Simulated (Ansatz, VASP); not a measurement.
One calculation of Sb, two programs

```
Sb
1.0
     7.14179    0.00000    0.00000
    -3.57090    6.18497    0.00000
     0.00000    0.00000   21.25000
Sb
6
Direct
  0.66667 0.66667 0.56996
  0.33349 0.99330 0.57043
  0.00502 0.33798 0.57022
  0.33584 0.33034 0.64620
  0.99778 0.66523 0.64767
  0.67153 0.00239 0.64664
```

Alike in both runs: task single point; functional PBE; dispersion D3(BJ); k mesh 6 × 6 × 1; occupations gaussian, width 0.04 eV; no spin polarisation.

```csv
,VASP,Ansatz
version,VASP 6.6.1,Ansatz 0.2.0
potentials or method,"VASP PAW PBE potentials, release 64 (Sb), cutoff 400 eV","scalar-relativistic, plane waves, PAW"
valence electrons in the cell,30,90
```

|  | VASP | Ansatz | Ansatz less VASP |
| --- | --- | --- | --- |
| gap on the k mesh at the Fermi level (eV) | 1.31 | 1.31 | -0.006 |
| least direct gap on the mesh (eV) | 1.55 | 1.55 | 0.000 |
| rms of the force components (eV/Å) | 0.068 | 0.037 | -0.0314 |

Atom by atom the forces differ by 0.049 eV/Å (rms over components). VASP's potentials hold 30 valence electrons a cell and Ansatz's 90, so a difference there can come from the potentials and not from the codes.

Spin-orbit coupling is off throughout.
